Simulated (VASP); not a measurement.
Runs of VASP 6.6.1 on Sn. The structure is that of space group Fd-3m (No. 227), or close to it. The cells are those of the table. 

```tsv
task	cell	k mesh	cutoff (eV)	gap on the mesh (eV)	pressure (GPa)
single point	a = 4.245 Å, angles 60.0°, 2 atoms	12 × 12 × 12	520	(b)	19.8
single point	a = 4.625 Å, angles 60.0°, 2 atoms	12 × 12 × 12	520	none	(a)
relaxation of cell and atoms	relaxed to 10 GPa from a = 4.370 Å, angles 60.0°, 2 atoms	12 × 12 × 12	600	0.15	10.0
single point	a = 4.712 Å, angles 60.0°, 2 atoms	12 × 12 × 12	520	none	-2.1
relaxation of cell and atoms	relaxed to 2 GPa from a = 4.595 Å, angles 60.0°, 2 atoms	12 × 12 × 12	600	none	2.0
single point	a = 4.070 Å, angles 60.0°, 2 atoms	12 × 12 × 12	520	none	39.9
relaxation of cell and atoms	relaxed from a = 4.646 Å, angles 60.0°, 2 atoms	12 × 12 × 12	600	none	0.0
relaxation of cell and atoms	relaxed to 5 GPa from a = 4.471 Å, angles 60.0°, 2 atoms	12 × 12 × 12	600	none	5.0
relaxation of cell and atoms	relaxed to -2 GPa from a = 4.655 Å, angles 60.0°, 2 atoms	12 × 12 × 12	600	none	-2.0
single point	a = 4.646 Å, angles 60.0°, 2 atoms	6 × 6 × 6	520	none	-0.6
```

Alike in all rows: level PBEsol; potentials or basis VASP PAW PBE potentials, release 64 (Sn_d); no spin polarisation; smearing gaussian 0.1 eV.

Q: Fill in the values left out.

A: (a) -0.1; (b) 0.13.

Caveats: the PAW data sets were made with another functional, which shifts forces and pressure a little; spin-orbit coupling is left out, which moves the levels of the heavy elements; the cell is relaxed towards a set pressure, so the enthalpy falls and the energy may rise (some runs).

A k mesh can miss the band edges, and the runs leave out spin-orbit coupling on Sn.

A gap of «none» marks levels without a gap at the run's occupations.
